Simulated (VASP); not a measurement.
**Ru: relaxation of cell and atoms with r2SCAN**

The system is Ru.

```
CELL_PARAMETERS angstrom
2.70580 0.00000 0.00000
-1.35290 2.34329 0.00000
0.00000 0.00000 4.28190
ATOMIC_POSITIONS crystal
Ru 0.33333 0.66667 0.25000
Ru 0.66667 0.33333 0.75000
```

* Program: VASP 6.6.1
* Task: relaxation of cell and atoms
* Functional: r2SCAN
* Potentials or basis: VASP PAW PBE potentials, release 64 (Ru_pv)
* Cutoff: 600 eV
* k mesh: 16 × 16 × 9
* Occupations: fermi-dirac, width 0.1 eV
* Spin: no spin polarisation
* Target pressure: 2 GPa
* Dipole correction: no
* Further INCAR settings: ALGO = Normal; EDIFF = 1e-07; IBRION = 2; EDIFFG = -0.05; NSW = 80; ISIF = 3

The relaxed volume is 13.47 Å³/atom. The relaxed cell is a = 2.701 Å, b = 2.701 Å, c = 4.264 Å, α = 90.00°, β = 90.00°, γ = 120.00° and the space group after relaxing (to 0.1 Å) is P6_3/mmc (No. 194). The energy change on relaxing (the run minimises the enthalpy) is +0.3 meV/atom. The ionic steps are 3, the pressure after relaxing is 2.2 GPa and the band gap on the k mesh is zero (bands 14 and 15 overlap by 3.33 eV).

Stress tensor (GPa, compression positive):
```
2.50 0.00 0.00
0.00 2.50 0.00
0.00 0.00 1.53
```

The path:
| step | energy change (eV) | largest force (eV/Å) | pressure (GPa) | volume (Å³) |
| --- | --- | --- | --- | --- |
| 1 | 0.0000 | 0.0000 | -0.45 | 27.15 |
| 2 | 0.0252 | 0.0000 | 10.62 | 26.34 |
| 3 | 0.0007 | 0.0000 | 2.18 | 26.94 |

Final structure:
```xyz
2
Lattice="2.7011 0.0000 0.0000 -1.3505 2.3392 0.0000 0.0000 0.0000 4.2645" Properties=species:S:1:pos:R:3 pbc="T T T"
Ru    0.0000    1.5595    1.0661
Ru    1.3505    0.7797    3.1984
```

Levels at points of the mesh, in eV from the Fermi level:
```
           k point  band 12  band 13  band 14  band 15  band 16  band 17
(0.00, 0.00, 0.00)    -2.04    -2.04    -1.51    -1.51     1.23     1.23
(0.50, 0.00, 0.00)    -1.91    -1.60     1.47     1.91     2.00     4.26
```

Run time: 9.2 min on 1 thread of Intel(R) Xeon(R) 6975P-C (Granite Rapids), with other jobs on the host, peak memory 0.22 GiB.

Caveat: the cell is relaxed towards a set pressure, so the run minimises the enthalpy, not the energy; the PAW data sets were made with another functional, which shifts forces and pressure a little.
